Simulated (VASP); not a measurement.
A run of VASP 6.6.1:

File POSCAR:

```
Ir
1.0
    0.0000000000      2.1548988710      1.5235135018
    2.1548988710      0.0000000000      1.5235135018
    2.1548988710      2.1548988710      0.0000000000
Ir
1
Direct
    0.0000000000      0.0000000000      0.0000000000
```

Contents of INCAR.step1:

```
SYSTEM = Ir
PREC     = Accurate       ! precision mode
ENCUT    = 620            ! plane-wave cutoff, eV
ISMEAR   = 0              ! smearing method
SIGMA    = 0.15           ! smearing width, eV
LREAL    = .False.        ! projectors in reciprocal space
LASPH    = .True.         ! aspherical terms in the spheres
NELM     = 120            ! most SCF steps
NBANDS   = 14             ! bands
GGA      = PE             ! functional
ALGO     = Normal         ! electronic algorithm
EDIFF    = 1E-5           ! SCF threshold, eV
LWAVE    = .True.         ! write WAVECAR
LCHARG   = .False.        ! write CHGCAR
GGA_COMPAT= .False.
```

INCAR.step2

```
SYSTEM = Ir
PREC     = Accurate       ! precision mode
ENCUT    = 620            ! plane-wave cutoff, eV
EDIFF    = 1E-6           ! SCF threshold, eV
ISMEAR   = 0              ! smearing method
SIGMA    = 0.15           ! smearing width, eV
LREAL    = .False.        ! projectors in reciprocal space
LASPH    = .True.         ! aspherical terms in the spheres
NELM     = 120            ! most SCF steps
ALGO     = Normal         ! electronic algorithm
ISIF     = 2              ! what is computed and relaxed
LWAVE    = .False.        ! write WAVECAR
LCHARG   = .False.        ! write CHGCAR
METAGGA  = R2SCAN         ! meta-GGA
LMIXTAU  = .True.       
NBANDS   = 14             ! bands
ISTART   = 1            
GGA_COMPAT= .False.
```

KPOINTS

```
regular mesh
0
Gamma
  24 24 24
  0 0 0
```

Potentials or basis: VASP PAW PBE potentials, release 64 (Ir_sv_GW).

Command:

```bash
$ cat potpaw_PBE.64/Ir_sv_GW/POTCAR > POTCAR
$ cp INCAR.step1 INCAR
$ mpirun -np 1 vasp_std > vasp.out
$ cp INCAR.step2 INCAR
$ mpirun -np 1 vasp_std > vasp.out
```

Hardware: 1 thread of AMD EPYC 9R45 96-Core Processor (Zen 5), on a shared host.

**Question.** Estimate the wall time of this run.

**Answer.** It took 12 min on 1 thread of AMD EPYC 9R45 96-Core Processor (Zen 5), with other jobs on the host, peak memory 0.38 GiB. Counts: k points 1063.
